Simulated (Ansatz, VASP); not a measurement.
## PbF2: VASP beside Ansatz

```
CELL_PARAMETERS angstrom
0.00000 2.95795 2.95795
2.95795 0.00000 2.95795
2.95795 2.95795 0.00000
ATOMIC_POSITIONS crystal
Pb 0.00000 0.00000 0.00000
F 0.75000 0.75000 0.75000
F 0.25000 0.25000 0.25000
```

Alike in both runs: task single point; functional PBE; k mesh 6 × 6 × 6; occupations gaussian, width 0.1 eV; no spin polarisation.

|  | VASP | Ansatz |
| --- | --- | --- |
| version | VASP 6.6.1 | Ansatz 0.2.0 |
| potentials or method | VASP PAW PBE potentials, release 64 (Pb_d, F), cutoff 520 eV | scalar-relativistic, plane waves, PAW |
| valence electrons in the cell | 28 | 28 |

|  | VASP | Ansatz | Ansatz less VASP |
| --- | --- | --- | --- |
| gap on the k mesh at the Fermi level (eV) | 4.44 | 4.44 | +0.004 |
| least direct gap on the mesh (eV) | 4.56 | 4.56 | +0.002 |
| pressure (GPa) | 2.9 | 3.1 | +0.20 |

The functional is the same, so the differences come from potentials, cutoffs and numerics.

Spin-orbit coupling is off throughout.
